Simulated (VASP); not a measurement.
# P in VASP: further runs

P is run at these levels: PBE+D3(BJ); tasks: single point.

All numbers are computed with VASP 6.6.1; they aren't measurements. Logs are shortened: lines on timing, memory, paths and dates and some standing lists are left out, and cuts for length are marked.

## (1) The cell of the first run

The cell holds a sheet with vacuum, 8 atoms: a = 6.473 Å, b = 3.260 Å, c = 34.638 Å, α = 90.00°, β = 90.00°, γ = 122.25°.

## (2) Single point, PBE+D3(BJ)

The input, INCAR:

```
PREC = Accurate
ENCUT = 520
EDIFF = 1E-6
ISMEAR = 0
SIGMA = 0.1
LREAL = F
LASPH = T
NELM = 100
ALGO = Normal
ISIF = 2
LWAVE = F
LCHARG = F
LDIPOL = T
IDIPOL = 3
DIPOL = 0.5 0.5 0.289
GGA = PE
IVDW = 12
NBANDS = 30
```

The input, KPOINTS:

```
Automatic mesh
0
Gamma
  6 6 1
```

The input, POSCAR:

```
P
1.0
    6.4717980440     -0.1411799607      0.0000000000
   -1.6790822272      2.7948255708      0.0000000000
    0.0000000000      0.0000000000     34.6378032000
P
8
Direct
    0.3341997581      0.3272821873      0.2408590433
    0.8360500114      0.3251459336      0.2418164967
    0.1641611619      0.6764756567      0.2047270257
    0.6584879539      0.6637160661      0.2051451710
    0.4900595693     -0.0158556022      0.3355197452
    0.0054111164     -0.0112598207      0.3367823149
    0.1722033165      0.6739921944      0.3733236058
    0.6727604459      0.6938367182      0.3714418909
```

Potentials or basis: VASP PAW PBE potentials, release 64 (P).

Command:

```bash
$ cat potpaw_PBE.64/P/POTCAR > POTCAR
$ mpirun -np 1 vasp_std > vasp.out
```

OUTCAR:

```text
PREC = Accurate
   ENCUT = 520
   EDIFF = 1E-6
   ISMEAR = 0
   LREAL = F
   LASPH = T
   NELM = 100
   ISIF = 2
   GGA = PE
   IVDW = 12
 IVDW          = 12

 ion  position               nearest neighbor table
   1  0.334  0.327  0.241-   4 2.16   3 2.19   3 2.33
   2  0.836  0.325  0.242-   3 2.21   4 2.22   4 2.35
   3  0.164  0.676  0.205-   1 2.19   2 2.21   1 2.33
   4  0.658  0.664  0.205-   1 2.16   2 2.22   2 2.35
   5  0.490  0.984  0.336-   7 2.18   8 2.24   8 2.32
   6  0.005  0.989  0.337-   8 2.19   7 2.24   7 2.28
   7  0.172  0.674  0.373-   5 2.18   6 2.24   6 2.28
   8  0.673  0.694  0.371-   6 2.19   5 2.24   5 2.32

  Warning from LATTYP: Monoclinic adjustment (A1->A3, A2->A1, A3->A2)!
  Warning from LATTYP: Got some problem with cell dimensions!
  Tried to take original basis but could not verify dimensions!
  LATTYP: Found a simple monoclinic cell.
 ALAT       =     3.2604243737
 B/A-ratio  =    10.6237100541
 C/A-ratio  =     1.6802466872
 COS(beta)  =    -0.0353207977

  Lattice vectors:

 A1 = (  -1.6790822272,   2.7948255708,   0.0000000000)
 A2 = (   0.0000000000,   0.0000000000,  34.6378032000)
 A3 = (   4.7927158168,   2.6536456101,   0.0000000000)

Analysis of symmetry for initial positions (statically):
=====================================================================
 Subroutine PRICEL returns:
 Original cell was already a primitive cell.

 Routine SETGRP: Setting up the symmetry group for a
 simple monoclinic supercell.

 Subroutine GETGRP returns: Found  1 space group operations
 (whereof  1 operations were pure point group operations)
 out of a pool of  4 trial point group operations.

The static configuration has the point symmetry C_1 .

Analysis of symmetry for dynamics (positions and initial velocities):
=====================================================================
 Subroutine PRICEL returns:
 Original cell was already a primitive cell.

 Routine SETGRP: Setting up the symmetry group for a
 simple monoclinic supercell.

 Subroutine GETGRP returns: Found  1 space group operations
 (whereof  1 operations were pure point group operations)
 out of a pool of  4 trial point group operations.

The dynamic configuration has the point symmetry C_1 .

 Subroutine INISYM returns: Found  1 space group operations
 (whereof  1 operations are pure point group operations),
 and found     1 'primitive' translations

----------------------------------------------------------------------------------------

                                     Primitive cell

  volume of cell :     618.3019

  direct lattice vectors                    reciprocal lattice vectors
     6.471798044 -0.141179961  0.000000000     0.156568529  0.094063629  0.000000000
    -1.679082227  2.794825571  0.000000000     0.007909023  0.362555685  0.000000000
     0.000000000  0.000000000 34.637803200     0.000000000  0.000000000  0.028870191

  length of vectors
     6.473337756  3.260424374 34.637803200     0.182651774  0.362641941  0.028870191

  position of ions in fractional coordinates (direct lattice)
     0.334199758  0.327282187  0.240859043
     0.836050011  0.325145934  0.241816497
     0.164161162  0.676475657  0.204727026
     0.658487954  0.663716066  0.205145171
     0.490059569  0.984144398  0.335519745
     0.005411116  0.988740179  0.336782315
     0.172203317  0.673992194  0.373323606
     0.672760446  0.693836718  0.371441891

  ion indices of the primitive-cell ions
   primitive index   ion index
                 1           1
                 2           2
                 3           3
                 4           4
                 5           5
                 6           6
                 7           7
                 8           8

----------------------------------------------------------------------------------------

 KPOINTS: Automatic mesh

Automatic generation of k-mesh.
 Grid dimensions read from file:
 generate k-points for:    6    6    1

 Generating k-lattice:

  Cartesian coordinates                     Fractional coordinates (reciprocal lattice)
     0.026094755  0.015677271  0.000000000     0.166666667  0.000000000  0.000000000
     0.001318170  0.060425948  0.000000000     0.000000000  0.166666667  0.000000000
     0.000000000  0.000000000  0.028870191     0.000000000  0.000000000  1.000000000

  Length of vectors
     0.030441962  0.060440324  0.028870191

  Shift w.r.t. Gamma in fractional coordinates (k-lattice)
     0.000000000  0.000000000  0.000000000

 Subroutine IBZKPT returns following result:
 ===========================================

 Found     20 irreducible k-points:

 Following reciprocal coordinates:
            Coordinates               Weight
  0.000000  0.000000  0.000000      1.000000
  0.166667  0.000000  0.000000      2.000000
  0.333333  0.000000  0.000000      2.000000
  0.500000  0.000000  0.000000      1.000000
  0.000000  0.166667  0.000000      2.000000
  0.166667  0.166667  0.000000      2.000000
[... 12 lines left out ...]
  0.333333  0.500000  0.000000      2.000000
  0.500000  0.500000  0.000000      1.000000
   k-points           NKPTS =     20   k-points in BZ     NKDIM =     20   number of bands    NBANDS=     30
   number of dos      NEDOS =    301   number of ions     NIONS =      8
   total plane-waves  NPLWV = 311040
   dimension x,y,z NGX =    48 NGY =   24 NGZ =  270
   dimension x,y,z NGXF=    96 NGYF=   48 NGZF=  540
   ions per type =               8
   NGX,Y,Z   is equivalent  to a cutoff of  12.33, 12.24, 12.96 a.u.
   NGXF,Y,Z  is equivalent  to a cutoff of  24.65, 24.47, 25.92 a.u.
 SYSTEM =  unknown system
   PREC   = accura    normal or accurate (medium, high low for compatibility)
   ISTART =      0    job   : 0-new  1-cont  2-samecut
   ICHARG =      2    charge: 1-file 2-atom 10-const
   ISPIN  =      1    spin polarized calculation?
   LNONCOLLINEAR =      F non collinear calculations
   LSORBIT =      F    spin-orbit coupling
   LASPH  =      T    aspherical Exc in radial PAW
   ENCUT  =  520.0 eV  38.22 Ry    6.18 a.u.  12.04  6.06 64.40*2*pi/ulx,y,z
   NELM   =    100;   NELMIN=  2; NELMDL= -5     # of ELM steps
   EDIFF  = 0.1E-05   stopping-criterion for ELM
   LREAL  =      F    real-space projection
   EDIFFG = 0.1E-04   stopping-criterion for IOM
   NSW    =      0    number of steps for IOM
   IBRION =     -1    ionic relax: 0-MD 1-quasi-New 2-CG
   NFREE  =      0    steps in history (QN), initial steepest desc. (CG)
   ISIF   =      2    stress and relaxation
   ISYM   =      2    0-nonsym 1-usesym 2-fastsym
   POTIM  = 0.5000    time-step for ionic-motion
   TEBEG  =    0.0;   TEEND  =   0.0 temperature during run
   PSTRESS=    0.0 pullay stress
   NELECT =      40.0000    total number of electrons
   NUPDOWN=      -1.0000    fix difference up-down
   EMIN   =  10.00;   EMAX   =-10.00  energy-range for DOS
   EFERMI =   0.00;   METHOD = LEGACY
   ISMEAR =     0;   SIGMA  =   0.10  broadening in eV -4-tet -1-fermi 0-gaus
   EFERMI_NEDOS =   21; number of points for ismear=-14 and -15
   IALGO  =     38    algorithm
   IMIX   =      4    mixing-type and parameters
     AMIX     =   0.40;   BMIX     =  1.00
     AMIX_MAG =   1.60;   BMIX_MAG =  1.00
  volume/ion in A,a.u.               =      77.29       521.56
  Fermi-wavevector in a.u.,A,eV,Ry     =   0.657196  1.241920  5.876438  0.431906
  Thomas-Fermi vector in A             =   1.728627
   LORBIT       =      0    0 simple, 1 ext, 2 COOP (PROOUT), +10 PAW based schemes
   GGA     = PE    functional components
   LHFCALC =     F    Hartree Fock is set to
   AEXX    =    0.0000 exact exchange contribution
   IVDW    =    12    specifies the selected vdW correction
   LEPSILON=     F    determine dielectric tensor
   LRPA    =     F    only Hartree local field effects (RPA)
 non-spin polarized calculation
 Gauss-broadening in eV      SIGMA  =   0.10
  energy-cutoff  :      520.00
  volume of cell :      618.30
 maximum number of plane-waves:     16728
   NGX = 25   NGY = 13   NGZ =129

 dipolmoment           0.000000      0.000000     -0.000078 electrons x Angstroem

 number of electron      39.9999998 magnetization

 dipolmoment           0.000000      0.000000      0.000242 electrons x Angstroem

 Free energy of the ion-electron system (eV)
  ---------------------------------------------------
  ext. energy  EPLUGINS =         0.00000000
  ---------------------------------------------------
  free energy    TOTEN  =       -42.39500460 eV

  energy without entropy =      -42.39500460  energy(sigma->0) =      -42.39500460

 E-fermi :  -2.2498     XC(G=0):  -2.8127

 val. band max:       -2.6758623838   @ k =   0.0000   0.0000   0.0000
 cond. band min:      -1.6852922165   @ k =   0.1667   0.0000   0.0000
 fundamental gap:      0.9905701673
 Fermi energy:        -2.2498129675

 k-point     1 :       0.0000    0.0000    0.0000
  band No.  band energies     occupation
      1     -17.7983      2.00000
      2     -17.7185      2.00000
      3     -14.0943      2.00000
      4     -14.0845      2.00000
      5     -12.6495      2.00000
      6     -12.5635      2.00000
[... 22 lines left out ...]
     29       1.5825      0.00000
     30       1.6769      0.00000

 k-point     2 :       0.1667    0.0000    0.0000
  band No.  band energies     occupation
      1     -17.6761      2.00000
      2     -17.5965      2.00000
      3     -14.8597      2.00000
      4     -14.7969      2.00000
      5     -11.7437      2.00000
      6     -11.6566      2.00000
[... 22 lines left out ...]
     29       1.7875      0.00000
     30       2.1343      0.00000

 k-point     3 :       0.3333    0.0000    0.0000
  band No.  band energies     occupation
      1     -17.3129      2.00000
      2     -17.2343      2.00000
      3     -15.8593      2.00000
      4     -15.7870      2.00000
      5     -10.3802      2.00000
      6     -10.2594      2.00000
[... 22 lines left out ...]
     29       1.9660      0.00000
     30       2.2880      0.00000

 k-point     4 :       0.5000    0.0000    0.0000
  band No.  band energies     occupation
      1     -16.8103      2.00000
      2     -16.7396      2.00000
      3     -16.5775      2.00000
      4     -16.5117      2.00000
      5      -9.8467      2.00000
      6      -9.7480      2.00000
[... 22 lines left out ...]
     29       2.0440      0.00000
     30       2.2404      0.00000

 k-point     5 :       0.0000    0.1667    0.0000
  band No.  band energies     occupation
      1     -17.3243      2.00000
      2     -17.2433      2.00000
      3     -14.6474      2.00000
      4     -14.5494      2.00000
      5     -11.7369      2.00000
      6     -11.5222      2.00000
[... 22 lines left out ...]
     29       1.8657      0.00000
     30       2.1687      0.00000
[... 394 lines left out ...]
     29       1.7966      0.00000
     30       2.2296      0.00000

 k-point    18 :       0.1667    0.5000    0.0000
  band No.  band energies     occupation
      1     -14.9606      2.00000
      2     -14.7497      2.00000
      3     -14.6209      2.00000
      4     -14.4037      2.00000
      5     -12.3207      2.00000
      6     -12.1840      2.00000
[... 22 lines left out ...]
     29       1.5671      0.00000
     30       1.9186      0.00000

 k-point    19 :       0.3333    0.5000    0.0000
  band No.  band energies     occupation
      1     -15.0040      2.00000
      2     -14.9003      2.00000
      3     -14.7777      2.00000
      4     -14.6896      2.00000
      5     -11.6915      2.00000
      6     -11.4930      2.00000
[... 22 lines left out ...]
     29       1.7281      0.00000
     30       2.0766      0.00000

 k-point    20 :       0.5000    0.5000    0.0000
  band No.  band energies     occupation
      1     -15.0005      2.00000
      2     -14.9692      2.00000
      3     -14.8425      2.00000
      4     -14.8267      2.00000
      5     -11.1804      2.00000
      6     -11.1014      2.00000
[... 22 lines left out ...]
     29       3.0647      0.00000
     30       3.1549      0.00000

------------------------ aborting loop because EDIFF is reached ----------------------------------------

 vacuum level on the upper side and lower side of the slab       (xc-potential included)        -0.004        -0.007

 Edisp (eV)   -2.19581

 E8    (eV) :    -0.8595

  FORCE on cell =-STRESS in cart. coord.  units (eV):
  Direction    XX          YY          ZZ          XY          YZ          ZX
  --------------------------------------------------------------------------------------
  -------------------------------------------------------------------------------------
  Total       2.08338     4.22041    -0.22780     4.23290    -1.25182    -2.52023
  in kB       5.39857    10.93616    -0.59028    10.96852    -3.24378    -6.53055
  external pressure =        5.25 kB  Pullay stress =        0.00 kB

 VOLUME and BASIS-vectors are now :
 -----------------------------------------------------------------------------
  energy-cutoff  :      520.00
  volume of cell :      618.30
      direct lattice vectors                 reciprocal lattice vectors
     6.471798044 -0.141179961  0.000000000     0.156568529  0.094063629  0.000000000
    -1.679082227  2.794825571  0.000000000     0.007909023  0.362555685  0.000000000
     0.000000000  0.000000000 34.637803200     0.000000000  0.000000000  0.028870191

 POSITION                                       TOTAL-FORCE (eV/Angst)
 -----------------------------------------------------------------------------------
      1.61334      0.86751      8.34283        -0.812297      0.356230      0.208277
      4.86480      0.79069      8.37599        -0.692069      0.241752     -0.431980
     -0.07344      1.86746      7.09129         0.466122     -0.589093      0.049631
      3.14717      1.76201      7.10578         1.062257     -0.015765      0.123034
      1.51911      2.68133     11.62167         0.433177      1.039741      0.199039
     -1.62516      2.76259     11.66540        -0.047376      0.593502     -0.036341
     -0.01722      1.85938     12.93111        -0.154518     -0.646377      0.073940
      3.18896      1.84417     12.86593        -0.255296     -0.979989     -0.185601
 -----------------------------------------------------------------------------------
    total drift:                                0.000106     -0.000213      0.000214

  FREE ENERGIE OF THE ION-ELECTRON SYSTEM (eV)
  ---------------------------------------------------
  free  energy   TOTEN  =       -44.5908120414 eV

  energy  without entropy=      -44.5908120414  energy(sigma->0) =      -44.59081204

 vacuum level on the upper side and lower side of the slab         2.780         2.778
```

It took 10 min on 1 thread of Intel Xeon Platinum 8488C (Sapphire Rapids), shared host; peak memory 0.75 GiB.

Results:

```
Free energy                : -44.5908 eV
Largest force              : 1.144 eV/Å
Band gap on the k mesh     : 0.99 eV
Dispersion energy per atom : -0.274 eV
```

Forces on the atoms (eV/Å):
```
P   -0.812  0.356  0.208
P   -0.692  0.242 -0.432
P    0.466 -0.589  0.050
P    1.062 -0.016  0.123
P    0.433  1.040  0.199
P   -0.047  0.594 -0.036
P   -0.155 -0.646  0.074
P   -0.255 -0.980 -0.186
```

Levels at points of the mesh, in eV from the valence-band top:
```tsv
k point	band 18	band 19	band 20	band 21	band 22	band 23
(0.00, 0.00, 0.00)	-0.54	-0.21	0.00	1.12	1.34	2.29
(0.50, 0.00, 0.00)	-1.27	-0.29	-0.18	1.55	1.65	1.67
(0.00, 0.50, 0.00)	-2.26	-1.82	-1.68	1.16	1.39	1.79
(0.50, 0.50, 0.00)	-1.43	-1.25	-1.14	1.92	2.00	2.36
```

## (3) Single point, PBE+D3(BJ)

This run uses another cell than the first one.

The input, INCAR:

```
SYSTEM = P
PREC = Accurate
ENCUT = 520
EDIFF = 1E-7
ISMEAR = 0
SIGMA = 0.1
LREAL = .FALSE.
LASPH = .TRUE.
NELM = 80
ALGO = Normal
ISIF = 2
LWAVE = .FALSE.
LCHARG = .FALSE.
LDIPOL = .TRUE.
IDIPOL = 3
DIPOL = 0.5 0.5 0.289
GGA = PE
IVDW = 12
NBANDS = 30
```

The input, KPOINTS:

```
regular mesh
0
G
  6 6 1
  0 0 0
```

The input, POSCAR:

```
P
1.0
    6.5146608018     -0.0102881074      0.0000000000
   -1.6329815102      2.8267332580      0.0000000000
    0.0000000000      0.0000000000     34.6378032000
P
8
Direct
    0.3365778268      0.3324495659      0.2406019303
    0.8366726385      0.3317341451      0.2406639837
    0.1700646075      0.6657891838      0.2047653607
    0.6703465310      0.6653196581      0.2048006875
    0.4964597214      0.0018066888      0.3367399118
   -0.0030386134      0.0007431697      0.3368058188
    0.1631932402      0.6670366926      0.3726756628
    0.6630573814      0.6684542295      0.3725619380
```

Potentials or basis: VASP PAW PBE potentials, release 64 (P).

Command:

```bash
$ cat potpaw_PBE.64/P/POTCAR > POTCAR
$ mpirun -np 1 vasp_std > vasp.out
```

It took 11 min on 1 thread of Intel Xeon Platinum 8488C (Sapphire Rapids), shared host; peak memory 0.76 GiB.

The run converged. Its results:

- Free energy: -44.8939 eV
- Largest force: 0.094 eV/Å
- Band gap on the k mesh: 1.21 eV
- Dispersion energy per atom: -0.265 eV

Forces on the atoms (eV/Å):
```
P    0.003 -0.003 -0.089
P    0.000  0.001 -0.094
P    0.000  0.002  0.092
P   -0.005  0.001  0.091
P    0.005 -0.003  0.092
P   -0.006  0.001  0.087
P    0.000  0.004 -0.093
P    0.004 -0.003 -0.085
```

Levels at points of the mesh, in eV from the valence-band top:
| k point | band 17 | band 18 | band 19 | band 20 | band 21 | band 22 | band 23 | band 24 |
| --- | --- | --- | --- | --- | --- | --- | --- | --- |
| (0.00, 0.00, 0.00) | -0.61 | -0.58 | -0.58 | -0.14 | 1.37 | 1.57 | 2.38 | 3.37 |
| (0.50, 0.00, 0.00) | -1.12 | -1.11 | -0.10 | -0.09 | 1.71 | 1.71 | 1.85 | 1.86 |
| (0.00, 0.50, 0.00) | -2.29 | -2.28 | -1.63 | -1.63 | 1.42 | 1.43 | 1.61 | 1.63 |
| (0.50, 0.50, 0.00) | -1.35 | -1.34 | -1.12 | -1.12 | 2.22 | 2.23 | 2.58 | 2.58 |
